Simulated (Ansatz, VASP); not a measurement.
# Two plane-wave programs on MoRu2

The input INCAR:

```
ALGO     = Normal         # electronic algorithm
EDIFF    = 1E-7           # SCF threshold, eV
EDIFFG   = -0.04          # ionic threshold
ENCUT    = 500            # plane-wave cutoff, eV
GGA      = PE             # functional
GGA_COMPAT= False        
IBRION   = 2              # ionic algorithm
ISIF     = 3              # what is computed and relaxed
ISMEAR   = 0              # smearing method
LASPH    = True           # aspherical terms in the spheres
LCHARG   = False          # write CHGCAR
LREAL    = False          # projectors in reciprocal space
LWAVE    = False          # write WAVECAR
NELM     = 120            # most SCF steps
NELMIN   = 4            
NSW      = 90             # ionic steps
PREC     = Accurate       # precision mode
SIGMA    = 0.1            # smearing width, eV
```

The input KPOINTS:

```
k-points
0
Gamma
  6 6 6
```

Contents of POSCAR:

```
MoRu2
1.0
    0.0000000000      2.6586378600      2.6586378600
    2.6586378600      0.0000000000      2.6586378600
    2.6586378600      2.6586378600      0.0000000000
Mo Ru
1 2
Direct
    0.0000000000      0.0000000000      0.0000000000
    0.2500000000      0.2500000000      0.2500000000
    0.7500000000      0.7500000000      0.7500000000
```

Input for Ansatz:

```yaml
crystal:
  lattice:
    - [0.0, 2.65863786, 2.65863786]
    - [2.65863786, 0.0, 2.65863786]
    - [2.65863786, 2.65863786, 0.0]
  atoms:
    - { symbol: Mo, position: [0.0, 0.0, 0.0] }
    - { symbol: Ru, position: [0.25, 0.25, 0.25] }
    - { symbol: Ru, position: [0.75, 0.75, 0.75] }
basis:
  ecutwfc: 420
kpoints:
  mp_grid: { grid: [6, 6, 6] }
hamiltonian:
  xc: pbe
scf:
  occupations: { method: gaussian, width: 0.1 }
  lower_state_search: "off"
output:
  forces: true
  stress: true
  eigenvalues: true
relax:
  adjacent_minimum: "off"
  f_tol: 0.04
  max_steps: 70
  cell: { stress_tol: 0.4 }
```

Change from the starting cell: species swapped into the ErH2 type (Fm-3m, No. 225).

Alike in both runs: task relaxation of cell and atoms; functional PBE; k mesh 6 × 6 × 6; occupations gaussian, width 0.1 eV; no spin polarisation.

|  | VASP | Ansatz |
| --- | --- | --- |
| version | VASP 6.6.1 | Ansatz 0.2.0 |
| potentials or method | VASP PAW PBE potentials, release 64 (Mo_sv, Ru_pv), cutoff 500 eV | scalar-relativistic, plane waves, PAW |
| valence electrons in the cell | 42 | 46 |

Ansatz gave:

```
gap on the k mesh at the Fermi level, each at its own relaxed structure (eV) : none
relaxed volume (Å³/atom)                                                     : 16.93
relaxed cell length with the largest relative difference (Å)                 : 4.156
```

**Question.** Which values does VASP return?

**Answer.** gap on the k mesh at the Fermi level, each at its own relaxed structure (eV): none; relaxed volume (Å³/atom): 16.91; relaxed cell length with the largest relative difference (Å): 4.156.

A gap of «none» marks a metal or a gap that the smearing closes. VASP's potentials hold 42 valence electrons a cell and Ansatz's 46, so a difference there can come from the potentials and not from the codes.

Noted on VASP's run: the volume moved by over 15 % at a fixed basis, so the end points are rough.
